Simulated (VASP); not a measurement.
# Hf: single point with r2SCANh

The system is Hf.

```
Hf
1.0
    -1.79289    1.79289    1.79289
     1.79289   -1.79289    1.79289
     1.79289    1.79289   -1.79289
Hf
1
Direct
  0.00000 0.00000 0.00000
```

```
Program             : VASP 6.6.1
Task                : single point
Functional          : r2SCANh
Potentials or basis : VASP PAW PBE potentials, release 64 (Hf_pv)
Cutoff              : 520 eV
k mesh              : 5 × 5 × 5
Occupations         : fermi-dirac, width 0.05 eV
Spin                : no spin polarisation
```

```yaml
Pressure: -2.7 GPa
Band_gap_on_the_k_mesh: zero (band 5 reaches 6.35 eV, above the bottom of band 6 at 3.28 eV)
```

Levels at points of the mesh, in eV from the Fermi level:
```tsv
k point	band 3	band 4	band 5	band 6	band 7	band 8
(0.00, 0.00, 0.00)	-32.00	-7.69	2.25	2.25	2.25	4.97
```

Run time: 6.2 min on 1 thread of Intel(R) Xeon(R) Platinum 8259CL CPU @ 2.50GHz (Skylake/Cascade Lake) (shared host), peak memory 0.16 GiB.

Caveat: the k points lie up to 0.50 Å⁻¹ apart; the PAW data sets were made with another functional, which shifts forces and pressure a little; spin-orbit coupling is left out, which moves the levels of the heavy elements.
